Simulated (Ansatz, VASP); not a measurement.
# MoS2: VASP beside Ansatz

```xyz
9
Lattice="-1.5766 -2.7307 0.0000 1.5766 -2.7307 0.0000 0.0000 0.0000 17.9937" Properties=species:S:1:pos:R:3 pbc="T T T"
Mo    0.0000   -5.4614    0.0003
Mo    0.0000   -1.8205    5.9982
Mo    0.0000   -3.6409   11.9961
S     0.0000   -5.4614   13.5589
S     0.0000   -1.8205    1.5631
S     0.0000   -3.6409    7.5610
S     0.0000   -5.4614   10.4318
S     0.0000   -1.8205   16.4296
S     0.0000   -3.6409    4.4339
```

Alike in both runs: task single point; functional PBE; dispersion D3(BJ); k mesh 10 × 10 × 2; occupations gaussian, width 0.05 eV; no spin polarisation.

|  | VASP | Ansatz |
| --- | --- | --- |
| version | VASP 6.6.1 | Ansatz 0.2.0 |
| potentials or method | VASP PAW PBE potentials, release 64 (Mo_sv, S), cutoff 500 eV | scalar-relativistic, plane waves, PAW |
| valence electrons in the cell | 78 | 78 |

Ansatz gave:

| Property | Result |
| --- | --- |
| gap on the k mesh at the Fermi level (eV) | 0.79 |
| least direct gap on the mesh (eV) | 1.96 |
| pressure (GPa) | 0.0 |
| rms of the force components (eV/Å) | 0.000 |

Problem. Which values does VASP return?

Solution. gap on the k mesh at the Fermi level (eV): 0.81; least direct gap on the mesh (eV): 1.97; pressure (GPa): -0.1; rms of the force components (eV/Å): 0.007.

Atom by atom the forces differ by 0.007 eV/Å (rms over components).
